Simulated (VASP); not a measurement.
## Au: relaxation of cell and atoms with LDA

The system is Au.

```
CELL_PARAMETERS angstrom
-1.61845 1.61845 1.61845
1.61845 -1.61845 1.61845
1.61845 1.61845 -1.61845
ATOMIC_POSITIONS crystal
Au 0.00000 0.00000 0.00000
```

```json
{"Program": "VASP 6.6.1", "Task": "relaxation of cell and atoms", "Functional": "LDA", "Potentials or basis": "VASP PAW LDA potentials, release 64 (Au)", "Cutoff": "600 eV", "k mesh": "14 × 14 × 14", "Occupations": "fermi-dirac, width 0.1 eV", "Spin": "no spin polarisation", "Dipole correction": "no", "Further INCAR settings": "ALGO = Normal; EDIFF = 1e-06; IBRION = 2; EDIFFG = -0.01; NSW = 80; ISIF = 3"}
```

```json
{
 "Relaxed volume": "16.65 Å³/atom",
 "Relaxed cell": "a = 2.786 Å, b = 2.786 Å, c = 2.786 Å, α = 109.47°, β = 109.47°, γ = 109.47°",
 "Space group after relaxing (to 0.05 Å)": "Im-3m (No. 229)",
 "Energy gained by relaxing": "3.4 meV/atom",
 "Ionic steps": "3",
 "Pressure after relaxing": "0.0 GPa"
}
```

The path:
```tsv
step	energy change (eV)	largest force (eV/Å)	pressure (GPa)	volume (Å³)
1	0.0000	0.0000	-3.39	16.96
2	0.0083	0.0000	7.08	16.09
3	-0.0034	0.0000	-0.04	16.65
```

Final structure:
```yaml
crystal:
  lattice:
    - [-1.60848, 1.60848, 1.60848]
    - [1.60848, -1.60848, 1.60848]
    - [1.60848, 1.60848, -1.60848]
  atoms:
    - { symbol: Au, position: [0.00000, 0.00000, 0.00000] }
```

Levels at points of the mesh, in eV from the Fermi level:
| k point | band 4 | band 5 | band 6 | band 7 | band 8 | band 9 |
| --- | --- | --- | --- | --- | --- | --- |
| (0.00, 0.00, 0.00) | -5.07 | -3.03 | -3.03 | 16.44 | 16.44 | 16.44 |
| (0.50, 0.00, 0.00) | -2.80 | -1.40 | -0.82 | 3.66 | 12.31 | 13.96 |
| (0.50, 0.50, 0.50) | -1.81 | -1.81 | 6.23 | 6.23 | 6.23 | 9.95 |

Wall time 14 s on 1 thread of Intel(R) Xeon(R) Platinum 8488C (Sapphire Rapids), on a shared host, peak memory 0.15 GiB.

Caveat: spin-orbit coupling is left out, which moves the levels of the heavy elements.
